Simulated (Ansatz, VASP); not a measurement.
# TiAl3: VASP beside Ansatz

```
CELL_PARAMETERS angstrom
3.92434 0.00000 0.00000
0.00000 3.92434 0.00000
0.00000 0.00000 3.92434
ATOMIC_POSITIONS crystal
Ti 0.00000 0.00000 0.00000
Al 0.50000 0.50000 0.00000
Al 0.50000 0.00000 0.50000
Al 0.00000 0.50000 0.50000
```

Alike in both runs: functional PBE; dispersion D3(BJ); k mesh 10 × 10 × 10; occupations gaussian, width 0.1 eV; no spin polarisation.

Ansatz relaxed the structure, and its values are those at the end. VASP's run is a single point on that final structure, the one shown.

```csv
,VASP,Ansatz
version,VASP 6.6.1,Ansatz 0.2.0
potentials or method,"VASP PAW PBE potentials, release 64 (Ti_sv, Al), cutoff 500 eV","scalar-relativistic, plane waves, PAW"
valence electrons in the cell,21,21
```

```tsv
	VASP	Ansatz	Ansatz less VASP
gap on the k mesh at the Fermi level (eV)	none	none	-
pressure (GPa)	-0.1	0.0	+0.13
```

A gap of «none» marks a metal or a gap that the smearing closes.
